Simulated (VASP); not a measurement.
# MnO (P6_3/mmc) in VASP: notebook

Aim: see how the results for MnO move with the level of theory and the settings. Levels: PBE, LDA, revPBE. Tasks: single point.

All numbers are computed with VASP 6.6.1; they aren't measurements. Logs are shortened: lines on timing, memory, paths and dates and some standing lists are left out, and cuts for length are marked.

## 1. The cell of the first run

Symmetry: P6_3/mmc, No. 194, hexagonal system. The conventional cell has a = 3.055 Å, b = 3.055 Å, c = 5.270 Å, α = 90.00°, β = 90.00°, γ = 120.00°. Mn (site symmetry -3m) has 6 O at 2.20 Å and 2 Mn at 2.64 Å within 2.9 Å. O (site symmetry -6m2) has 6 Mn at 2.20 Å within 2.9 Å.

## 2. Single point, PBE, collinear spin, antiferromagnetic start (volume scaled by 0.980)

Contents of INCAR:

```
SYSTEM = MnO
PREC = Accurate
ENCUT = 520
EDIFF = 1E-7
ISMEAR = 0
SIGMA = 0.05
LREAL = .FALSE.
LASPH = .TRUE.
NELM = 150
ALGO = Normal
ISIF = 2
LWAVE = .FALSE.
LCHARG = .FALSE.
ISPIN = 2
MAGMOM = 4.35 -4.35 0 0
LORBIT = 11
LMAXMIX = 4
GGA = PE
NBANDS = 31
```

Contents of KPOINTS:

```
Automatic mesh
0
G
  12 12 8
  0 0 0
```

Contents of POSCAR:

```
MnO
1.0
    3.0554544993      0.0000000000      0.0000000000
   -1.5277272496      2.6461012165      0.0000000000
    0.0000000000      0.0000000000      5.2703660906
Mn O
2 2
Direct
    0.0000000000      0.0000000000      0.0000000000
    0.0000000000      0.0000000000      0.5000000000
    0.3333333333      0.6666666667      0.2500001617
    0.6666666667      0.3333333333      0.7499998383
```

Potentials or basis: VASP PAW PBE potentials, release 64 (Mn_pv, O).

On the command line:

```
cat potpaw_PBE.64/Mn_pv/POTCAR potpaw_PBE.64/O/POTCAR > POTCAR
mpirun -np 1 vasp_std > vasp.out
```

OUTCAR:

```text
SYSTEM = MnO
   PREC = Accurate
   ENCUT = 520
   EDIFF = 1E-7
   ISMEAR = 0
   LREAL = .FALSE.
   LASPH = .TRUE.
   NELM = 150
   ISIF = 2
   ISPIN = 2
   LORBIT = 11
   GGA = PE

 ion  position               nearest neighbor table
   1  0.000  0.000  0.000-   3 2.20   4 2.20   3 2.20   4 2.20   4 2.20   3 2.20   2 2.64   2 2.64

   2  0.000  0.000  0.500-   3 2.20   4 2.20   3 2.20   4 2.20   4 2.20   3 2.20   1 2.64   1 2.64

   3  0.333  0.667  0.250-   2 2.20   2 2.20   2 2.20   1 2.20   1 2.20   1 2.20
   4  0.667  0.333  0.750-   2 2.20   2 2.20   2 2.20   1 2.20   1 2.20   1 2.20

  LATTYP: Found a hexagonal cell.
 ALAT       =     3.0554544993
 C/A-ratio  =     1.7249041319

  Lattice vectors:

 A1 = (   3.0554544993,   0.0000000000,   0.0000000000)
 A2 = (  -1.5277272496,   2.6461012165,   0.0000000000)
 A3 = (   0.0000000000,   0.0000000000,   5.2703660906)

Analysis of symmetry for initial positions (statically):
=====================================================================
 Subroutine PRICEL returns:
 Original cell was already a primitive cell.

 Routine SETGRP: Setting up the symmetry group for a
 hexagonal supercell.

 Subroutine GETGRP returns: Found 24 space group operations
 (whereof 12 operations were pure point group operations)
 out of a pool of 24 trial point group operations.

The static configuration has the point symmetry D_3d.
 The point group associated with its full space group is D_6h.

Analysis of symmetry for dynamics (positions and initial velocities):
=====================================================================
 Subroutine PRICEL returns:
 Original cell was already a primitive cell.

 Routine SETGRP: Setting up the symmetry group for a
 hexagonal supercell.

 Subroutine GETGRP returns: Found 24 space group operations
 (whereof 12 operations were pure point group operations)
 out of a pool of 24 trial point group operations.

The dynamic configuration has the point symmetry D_3d.
 The point group associated with its full space group is D_6h.

Analysis of structural, dynamic, and magnetic symmetry:
=====================================================================
 Subroutine PRICEL returns:
 Original cell was already a primitive cell.

 Routine SETGRP: Setting up the symmetry group for a
 hexagonal supercell.

 Subroutine GETGRP returns: Found 24 space group operations
 (whereof 12 operations were pure point group operations)
 out of a pool of 24 trial point group operations.

The overall configuration has the point symmetry D_3d.
 The point group associated with its full space group is D_6h.

 Subroutine INISYM returns: Found 24 space group operations
 (whereof 12 operations are pure point group operations),
 and found     1 'primitive' translations

----------------------------------------------------------------------------------------

                                     Primitive cell

  volume of cell :      42.6111

  direct lattice vectors                    reciprocal lattice vectors
     3.055454499  0.000000000  0.000000000     0.327283552  0.188957247  0.000000000
    -1.527727250  2.646101216  0.000000000     0.000000000  0.377914493  0.000000000
     0.000000000  0.000000000  5.270366091     0.000000000  0.000000000  0.189740140

  length of vectors
     3.055454499  3.055454499  5.270366091     0.377914493  0.377914493  0.189740140

  position of ions in fractional coordinates (direct lattice)
     0.000000000  0.000000000  0.000000000
     0.000000000  0.000000000  0.500000000
     0.333333333  0.666666667  0.250000162
     0.666666667  0.333333333  0.749999838

  ion indices of the primitive-cell ions
   primitive index   ion index
                 1           1
                 2           2
                 3           3
                 4           4

----------------------------------------------------------------------------------------

 KPOINTS: Automatic mesh

Automatic generation of k-mesh.
 Grid dimensions read from file:
 generate k-points for:   12   12    8

 Generating k-lattice:

  Cartesian coordinates                     Fractional coordinates (reciprocal lattice)
     0.027273629  0.015746437  0.000000000     0.083333333  0.000000000  0.000000000
     0.000000000  0.031492874  0.000000000     0.000000000  0.083333333  0.000000000
     0.000000000  0.000000000  0.023717518     0.000000000  0.000000000  0.125000000

  Length of vectors
     0.031492874  0.031492874  0.023717518

  Shift w.r.t. Gamma in fractional coordinates (k-lattice)
     0.000000000  0.000000000  0.000000000

 Subroutine IBZKPT returns following result:
 ===========================================

 Found     95 irreducible k-points:

 Following reciprocal coordinates:
            Coordinates               Weight
  0.000000  0.000000  0.000000      1.000000
  0.083333  0.000000  0.000000      6.000000
  0.166667  0.000000  0.000000      6.000000
  0.250000  0.000000  0.000000      6.000000
  0.333333  0.000000  0.000000      6.000000
  0.416667  0.000000  0.000000      6.000000
[... 16 lines left out ...]
  0.250000  0.000000  0.125000     12.000000
  0.333333  0.000000  0.125000     12.000000
 [... further k-points ...]
   k-points           NKPTS =     95   k-points in BZ     NKDIM =     95   number of bands    NBANDS=     31
   number of dos      NEDOS =    301   number of ions     NIONS =      4
   total plane-waves  NPLWV =  23040
   dimension x,y,z NGX =    24 NGY =   24 NGZ =   40
   dimension x,y,z NGXF=    48 NGYF=   48 NGZF=   80
   ions per type =               2   2
   NGX,Y,Z   is equivalent  to a cutoff of  13.06, 13.06, 12.62 a.u.
   NGXF,Y,Z  is equivalent  to a cutoff of  26.12, 26.12, 25.23 a.u.
 SYSTEM =  MnO
   PREC   = accura    normal or accurate (medium, high low for compatibility)
   ISTART =      0    job   : 0-new  1-cont  2-samecut
   ICHARG =      2    charge: 1-file 2-atom 10-const
   ISPIN  =      2    spin polarized calculation?
   LNONCOLLINEAR =      F non collinear calculations
   LSORBIT =      F    spin-orbit coupling
   LASPH  =      T    aspherical Exc in radial PAW
   ENCUT  =  520.0 eV  38.22 Ry    6.18 a.u.   5.68  5.68  9.80*2*pi/ulx,y,z
   NELM   =    150;   NELMIN=  2; NELMDL= -5     # of ELM steps
   EDIFF  = 0.1E-06   stopping-criterion for ELM
   LREAL  =      F    real-space projection
   EDIFFG = 0.1E-05   stopping-criterion for IOM
   NSW    =      0    number of steps for IOM
   IBRION =     -1    ionic relax: 0-MD 1-quasi-New 2-CG
   NFREE  =      0    steps in history (QN), initial steepest desc. (CG)
   ISIF   =      2    stress and relaxation
   ISYM   =      2    0-nonsym 1-usesym 2-fastsym
   POTIM  = 0.5000    time-step for ionic-motion
   TEBEG  =    0.0;   TEEND  =   0.0 temperature during run
   PSTRESS=    0.0 pullay stress
   NELECT =      38.0000    total number of electrons
   NUPDOWN=      -1.0000    fix difference up-down
   EMIN   =  10.00;   EMAX   =-10.00  energy-range for DOS
   EFERMI =   0.00;   METHOD = LEGACY
   ISMEAR =     0;   SIGMA  =   0.05  broadening in eV -4-tet -1-fermi 0-gaus
   EFERMI_NEDOS =   21; number of points for ismear=-14 and -15
   IALGO  =     38    algorithm
   IMIX   =      4    mixing-type and parameters
     AMIX     =   0.40;   BMIX     =  1.00
     AMIX_MAG =   1.60;   BMIX_MAG =  1.00
  volume/ion in A,a.u.               =      10.65        71.89
  Fermi-wavevector in a.u.,A,eV,Ry     =   1.575778  2.977788 33.784301  2.483076
  Thomas-Fermi vector in A             =   2.676710
   LORBIT       =     11    0 simple, 1 ext, 2 COOP (PROOUT), +10 PAW based schemes
   GGA     = PE    functional components
   LHFCALC =     F    Hartree Fock is set to
   AEXX    =    0.0000 exact exchange contribution
   IVDW    =     0    specifies the selected vdW correction
   LEPSILON=     F    determine dielectric tensor
   LRPA    =     F    only Hartree local field effects (RPA)
 spin polarized calculation
 Gauss-broadening in eV      SIGMA  =   0.05
  energy-cutoff  :      520.00
  volume of cell :       42.61
 maximum number of plane-waves:      1184
 NGX is ok and might be reduce to    24
   NGX = 11   NGY = 11   NGZ = 19

 number of electron      38.0000007 magnetization      -0.0000000

 Free energy of the ion-electron system (eV)
  ---------------------------------------------------
  ext. energy  EPLUGINS =         0.00000000
  ---------------------------------------------------
  free energy    TOTEN  =       -32.87293745 eV

  energy without entropy =      -32.87293745  energy(sigma->0) =      -32.87293745

 E-fermi :   7.3628     XC(G=0): -12.0080

 val. band max:        7.1677681181   @ k =   0.5000   0.0000   0.5000
 cond. band min:       7.9290219940   @ k =   0.5000   0.0000   0.5000
 fundamental gap:      0.7612538759
 Fermi energy:         7.3627645150

 spin component 1

 k-point     1 :       0.0000    0.0000    0.0000
  band No.  band energies     occupation
      1     -42.5881      1.00000
      2     -42.4925      1.00000
      3     -42.4925      1.00000
      4     -38.1003      1.00000
      5     -37.9298      1.00000
      6     -37.9298      1.00000
[... 805 lines left out ...]
     30      20.3309      0.00000
     31      21.6416      0.00000

 [... further k-points ...]

 spin component 2

 k-point     1 :       0.0000    0.0000    0.0000
  band No.  band energies     occupation
      1     -42.5881      1.00000
      2     -42.4926      1.00000
      3     -42.4926      1.00000
      4     -38.1002      1.00000
      5     -37.9297      1.00000
      6     -37.9297      1.00000
[... 805 lines left out ...]
     30      20.0407      0.00000
     31      21.6332      0.00000

 [... further k-points ...]
[... 5 lines left out ...]
  --------------------------------------------------------------------------------------
  -------------------------------------------------------------------------------------
  Total        0.7886206      0.7886206      0.8594892      0.0000000     -0.0000000      0.0000000
  in kB       29.6521121     29.6521121     32.3167719      0.0000000     -0.0000000      0.0000000
  external PRESSURE =      30.5403320 kB  Pullay stress =       0.0000000 kB

 VOLUME and BASIS-vectors are now :
 -----------------------------------------------------------------------------
  energy-cutoff  :      520.00
  volume of cell :       42.61
      direct lattice vectors                 reciprocal lattice vectors
     3.055454499  0.000000000  0.000000000     0.327283552  0.188957247  0.000000000
    -1.527727250  2.646101216  0.000000000     0.000000000  0.377914493  0.000000000
     0.000000000  0.000000000  5.270366091     0.000000000  0.000000000  0.189740140

 POSITION                                       TOTAL-FORCE (eV/Angst)
 -----------------------------------------------------------------------------------
      0.00000      0.00000      0.00000        -0.000000      0.000000     -0.000000
      0.00000      0.00000      2.63518        -0.000000      0.000000     -0.000000
     -0.00000      1.76407      1.31759         0.000000     -0.000000      0.000000
      1.52773      0.88203      3.95277        -0.000000      0.000000      0.000000
 -----------------------------------------------------------------------------------
    total drift:                                0.000000     -0.000000     -0.000000

  FREE ENERGIE OF THE ION-ELECTRON SYSTEM (eV)
  ---------------------------------------------------
  free  energy   TOTEN  =       -32.8729374451 eV

  energy  without entropy=      -32.8729374451  energy(sigma->0) =      -32.87293745

 total charge

# of ion       s       p       d       tot
------------------------------------------
    1        0.213   6.196   5.022  11.430
    2        0.213   6.196   5.022  11.430
    3        1.562   3.416   0.000   4.978
    4        1.562   3.416   0.000   4.978
--------------------------------------------------
tot          3.551  19.224  10.043  32.817

 magnetization (x)

# of ion       s       p       d       tot
------------------------------------------
    1        0.014   0.012   4.169   4.195
    2       -0.014  -0.012  -4.169  -4.195
    3        0.000   0.000   0.000   0.000
    4        0.000   0.000   0.000   0.000
--------------------------------------------------
tot         -0.000   0.000   0.000  -0.000
```

Run time: 1.7 min. Hardware: 1 thread of Intel Xeon 6975P-C (Granite Rapids), shared host; peak memory 0.3 GiB.

Results:

```yaml
Free_energy: -32.8729 eV
Pressure: 3.1 GPa
Band_gap_on_the_k_mesh: 0.76 eV, direct
Net_moment: 0.00 μB per cell
Site_moments: Mn +4.20, -4.20; O +0.00 μB
Valence_electrons_inside_the_program's_atomic_spheres: Mn 11.43; O 4.98
```

Stress tensor (GPa, compression positive):
```
2.97 0.00 0.00
0.00 2.97 0.00
0.00 0.00 3.23
```

Levels at points of the mesh, in eV from the valence-band top:
Spin up:
| k point | band 15 | band 16 | band 17 | band 18 | band 19 | band 20 | band 21 | band 22 | band 23 | band 24 |
| --- | --- | --- | --- | --- | --- | --- | --- | --- | --- | --- |
| (0.00, 0.00, 0.00) | -2.77 | -2.15 | -2.15 | -0.74 | -0.74 | 1.00 | 2.11 | 2.11 | 2.18 | 3.29 |
| (0.50, 0.00, 0.00) | -2.90 | -1.39 | -1.28 | -0.46 | -0.33 | 1.17 | 2.87 | 2.92 | 3.56 | 3.61 |
| (0.00, 0.00, 0.50) | -2.09 | -2.09 | -2.03 | -0.08 | -0.08 | 1.25 | 1.93 | 1.93 | 3.12 | 3.12 |
| (0.50, 0.00, 0.50) | -2.66 | -1.39 | -1.22 | -0.11 | 0.00 | 0.76 | 2.64 | 2.92 | 3.30 | 3.34 |
Spin down:
| k point | band 15 | band 16 | band 17 | band 18 | band 19 | band 20 | band 21 | band 22 | band 23 | band 24 |
| --- | --- | --- | --- | --- | --- | --- | --- | --- | --- | --- |
| (0.00, 0.00, 0.00) | -2.77 | -2.15 | -2.15 | -0.74 | -0.74 | 1.00 | 2.11 | 2.11 | 2.18 | 3.29 |
| (0.50, 0.00, 0.00) | -2.90 | -1.39 | -1.28 | -0.46 | -0.33 | 1.17 | 2.87 | 2.92 | 3.56 | 3.61 |
| (0.00, 0.00, 0.50) | -2.09 | -2.09 | -2.03 | -0.08 | -0.08 | 1.25 | 1.93 | 1.93 | 3.12 | 3.12 |
| (0.50, 0.00, 0.50) | -2.66 | -1.39 | -1.22 | -0.11 | 0.00 | 0.76 | 2.64 | 2.92 | 3.30 | 3.34 |

 A k mesh can miss the band edges.

(Part 1 of 2 ends here.)
